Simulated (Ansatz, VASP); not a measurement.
**Ba in VASP and in Ansatz**

```xyz
1
Lattice="0.4103 3.2155 3.2155 3.2155 0.4103 3.2155 3.2155 3.2155 0.4103" Properties=species:S:1:pos:R:3 pbc="T T T"
Ba    0.0000    0.0000    0.0000
```

Alike in both runs: task single point; functional PBEsol; k mesh 14 × 14 × 14; occupations gaussian, width 0.15 eV; no spin polarisation.

|  | VASP | Ansatz |
| --- | --- | --- |
| version | VASP 6.6.1 | Ansatz 0.2.0 |
| potentials or method | VASP PAW PBE potentials, release 64 (Ba_sv), cutoff 520 eV | scalar-relativistic, plane waves, PAW |
| valence electrons in the cell | 10 | 10 |

Ansatz gave:

| Property | Result |
| --- | --- |
| gap on the k mesh at the Fermi level (eV) | none |
| pressure (GPa) | 0.9 |
| traceless stress, the component that is largest in VASP (GPa) | -1.68 |

Q: Which values does VASP return?

A: gap on the k mesh at the Fermi level (eV): none; pressure (GPa): 1.1; traceless stress, the component that is largest in VASP (GPa): -1.70.

VASP's potentials were made for PBE, not for PBEsol. A gap of «none» marks a metal or a gap that the smearing closes.

Spin-orbit coupling is off throughout.
